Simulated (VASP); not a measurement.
Here is a VASP 6.6.1 calculation.

The input INCAR:

```
SYSTEM = Ta7C8
ALGO = Normal
EDIFF = 1E-6
ENCUT = 520
GGA = PE
ISIF = 2
ISMEAR = -1
LASPH = .TRUE.
LCHARG = .FALSE.
LREAL = Auto
LWAVE = .FALSE.
NBANDS = 68
NELM = 60
PREC = Accurate
SIGMA = 0.1
```

File KPOINTS:

```
k-points
0
G
  3 3 3
  0 0 0
```

File POSCAR:

```
Ta7C8
1.0
    0.0000000000      4.4273600000      4.4273600000
    4.4273600000      0.0000000000      4.4273600000
    4.4273600000      4.4273600000      0.0000000000
Ta C
7 8
Direct
   -0.2508987297      0.0011230169     -0.0006455314
    0.0158826027     -0.0044674479      0.4713836236
    0.0158803440      0.4731587221     -0.0062407394
    0.0125273301      0.5011367948      0.4993641809
    0.4823025460      0.0067376495      0.5273381880
    0.4823036753      0.5290990568      0.0049740703
    0.4856525108      0.5011337456      0.4993679077
    0.2773431571      0.2374564074      0.2356880850
    0.2490886217      0.2517118554      0.7487848289
    0.2490928002      0.7505516832      0.2499429683
    0.2208366837      0.7648105191      0.7630421967
    0.7481927153      0.2374571980      0.2356895531
    0.7490929132      0.3073996693      0.6930970149
    0.7490871535      0.6948683866      0.3056341703
    0.7499904006      0.7648123261      0.7630435519
```

Potentials or basis: VASP PAW PBE potentials, release 64 (Ta_pv, C).

Command:

```sh
$ cat potpaw_PBE.64/Ta_pv/POTCAR potpaw_PBE.64/C/POTCAR > POTCAR
$ mpirun -np 1 vasp_std > vasp.out
```

Q: Estimate the pressure.

A: 16.5 GPa.

Q: Estimate the largest force.

A: 0.050 eV/Å.

Stress tensor (GPa, compression positive):
```
  0.83   0.00   0.00
  0.00  24.41 -12.42
  0.00 -12.42  24.41
```

Caveat: the k points lie up to 0.41 Å⁻¹ apart.
